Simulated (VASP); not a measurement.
Input of a VASP 6.6.1 run:

File INCAR:

```
SYSTEM = Al16N16O
ALGO = Normal
EDIFF = 1E-6
ENCUT = 520
GGA = PE
GGA_COMPAT = .False.
ISIF = 2
ISMEAR = -1
LASPH = .True.
LCHARG = .False.
LREAL = Auto
LWAVE = .False.
NBANDS = 89
NELM = 120
PREC = Accurate
SIGMA = 0.01
```

The input KPOINTS:

```
k-points
0
Gamma
  1 1 1
  0 0 0
```

POSCAR

```
Al16N16O
1.0
    6.2595139092      0.0000000618      0.0000000000
   -3.1297570081      5.4208980298      0.0000000000
    0.0000000000      0.0000000000     10.0348065900
Al N O
16 16 1
Direct
    0.3385309267      0.1742761274      0.2455847248
    0.1697138968      0.3425817928      0.4936298641
    0.3333469004      0.1782704713      0.7482727046
    0.1685360056      0.3421071011      1.0001571787
    0.3385034958      0.6799859931      0.2455927649
    0.1743199504      0.8449682756      0.5031599575
    0.3332904131      0.6707784781      0.7482581603
    0.1803153270      0.8480204229      0.9851415248
    0.8328250472      0.1742560821      0.2466126036
    0.6537188689      0.3206559643      0.5084345152
    0.8378300135      0.1767559152      0.7513384068
    0.6655322337      0.3378893121      0.9917658978
    0.8505461870      0.6831296751      0.2011132786
    0.6537164219      0.8485234478      0.5084586858
    0.8363068611      0.6759939380      0.7437516369
    0.6654748619      0.8432716210      0.9917430541
    0.3345922508      0.1725654766      0.4411539101
    0.1681807434      0.3419498870      0.1963390082
    0.3347353307      0.1814882844      0.9368101280
    0.1663078255      0.3409916053      0.6864975133
    0.3345117783      0.6775494370      0.4412255216
    0.1937124558      0.8547270618      0.1698187241
    0.3346542049      0.6689271734      0.9368042406
    0.1741847418      0.8449774991      0.6962285892
    0.8308457607      0.1731372652      0.4412594422
    0.6691530497      0.3419307754      0.1843720942
    0.8376824266      0.1766547263      0.9420268211
    0.6660421934      0.3367948897      0.7004584960
    0.7977637347      0.6566282097      0.4898563280
    0.6690868121      0.8428668600      0.1843803776
    0.8383179230      0.6770071141      0.9454231931
    0.6660000101      0.8449099866      0.7005040507
   -0.0487490714     -0.2664910468      0.3702195150
```

Potentials or basis: VASP PAW PBE potentials, release 64 (Al, N, O).

Run with:

```bash
$ cat potpaw_PBE.64/Al/POTCAR potpaw_PBE.64/N/POTCAR potpaw_PBE.64/O/POTCAR > POTCAR
$ mpirun -np 1 vasp_gam > vasp.out
```

(1) Estimate the largest force.

(2) Estimate the band gap on the k mesh.

Answers

(1) 0.161 eV/Å.

(2) 3.91 eV.

Caveat: the k points lie up to 1.16 Å⁻¹ apart.
